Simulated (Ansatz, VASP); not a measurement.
# Bi: VASP beside Ansatz

INCAR

```
SYSTEM = Bi
PREC = Accurate
ENCUT = 520
EDIFF = 1E-8
ISMEAR = -1
SIGMA = 0.03
LREAL = .FALSE.
LASPH = .TRUE.
NELM = 60
ALGO = Normal
ISIF = 2
LWAVE = .FALSE.
LCHARG = .FALSE.
GGA = PE
LEFG = .TRUE.
NBANDS = 22
```

File KPOINTS:

```
regular mesh
0
G
  9 9 3
  0 0 0
```

POSCAR

```
Bi
1.0
    4.6325977821      0.0000000000      0.0000000000
   -2.3162988911      4.0119473649      0.0000000000
    0.0000000000      0.0000000000     11.3558400000
Bi
2
Direct
    0.3333333333      0.6666666667      0.2500000000
    0.6666666667      0.3333333333      0.7500000000
```

Input for Ansatz:

```yaml
crystal:
  lattice:
    - [4.6325977821, 0.0, 0.0]
    - [-2.3162988911, 4.0119473649, 0.0]
    - [0.0, 0.0, 11.35584]
  atoms:
    - { symbol: Bi, position: [0.3333333333, 0.6666666667, 0.25] }
    - { symbol: Bi, position: [0.6666666667, 0.3333333333, 0.75] }
kpoints:
  mp_grid: { grid: [9, 9, 3] }
scf:
  occupations: { method: fermi_dirac, width: 0.03 }
hamiltonian:
  xc: pbe
  pseudopotentials: { kind: all_electron, datasets: crystal }
output:
  forces: true
  stress: true
  eigenvalues: true
  efg: { contact_densities: true }
```

Change from the starting cell: z stretched by -4 % at fixed volume, crystal datasets.

Alike in both runs: task electric field gradients; functional PBE; k mesh 9 × 9 × 3; occupations fermi-dirac, width 0.03 eV; no spin polarisation.

```csv
,VASP,Ansatz
version,VASP 6.6.1,Ansatz 0.2.0
potentials or method,"VASP PAW PBE potentials, release 64 (Bi_d), cutoff 520 eV","all-electron PAW with datasets made for the crystal, scalar-relativistic"
```

```csv
,VASP,Ansatz,Ansatz less VASP
pressure (GPa),-3.2,-3.2,+0.02
"traceless stress, the component that is largest in VASP (GPa)",2.66,2.66,+0.002
size of Vzz on the site where it differs most (V/Å²),142.4,137.2,-5.18
```

Ansatz ran all-electron here, and VASP with PAW potentials.

Neither program's run includes spin-orbit coupling.
